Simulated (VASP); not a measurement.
Input of a VASP 6.6.1 run:

INCAR

```
SYSTEM = MoSe3
ALGO = Normal ; EDIFF = 1E-6
ENCUT = 500 ; GGA = PE
GGA_COMPAT = .False. ; ISIF = 2
ISMEAR = 0 ; ISPIN = 2
LASPH = .True. ; LCHARG = .False.
LMAXMIX = 4 ; LORBIT = 11
LREAL = .False. ; LWAVE = .False.
MAGMOM = 1 0 0 0 ; NBANDS = 28
NELM = 200 ; PREC = Accurate
SIGMA = 0.1
```

File KPOINTS:

```
k-points
0
Gamma
  3 3 6
  0 0 0
```

POSCAR

```
MoSe3
1.0
    6.4937577891      0.0000000000      0.0000000000
   -3.2468788946      5.6237592114      0.0000000000
    0.0000000000      0.0000000000      2.9641863440
Mo Se
1 3
Direct
    0.0000000000      0.0000000000      0.0000000000
    0.3084135472      0.0000000000      0.5000000000
    0.0000000000      0.3084135472      0.5000000000
    0.6915864528      0.6915864528      0.5000000000
```

Potentials or basis: VASP PAW PBE potentials, release 64 (Mo_sv, Se).

Command:

```console
$ cat potpaw_PBE.64/Mo_sv/POTCAR potpaw_PBE.64/Se/POTCAR > POTCAR
$ mpirun -np 1 vasp_std > vasp.out
```

Task: Estimate the largest force.

Result: 0.125 eV/Å.

Task: What does it give for the pressure?

Result: 1.8 GPa.

Task: What does it give for the net moment?

Result: 0.00 μB per cell.

Task: Estimate the band gap on the k mesh.

Result: Zero (filled and empty bands touch).

Stress tensor (GPa, compression positive):
```
0.85 0.00 0.00
0.00 0.85 0.00
0.00 0.00 3.75
```

Caveat: the k points lie up to 0.37 Å⁻¹ apart.
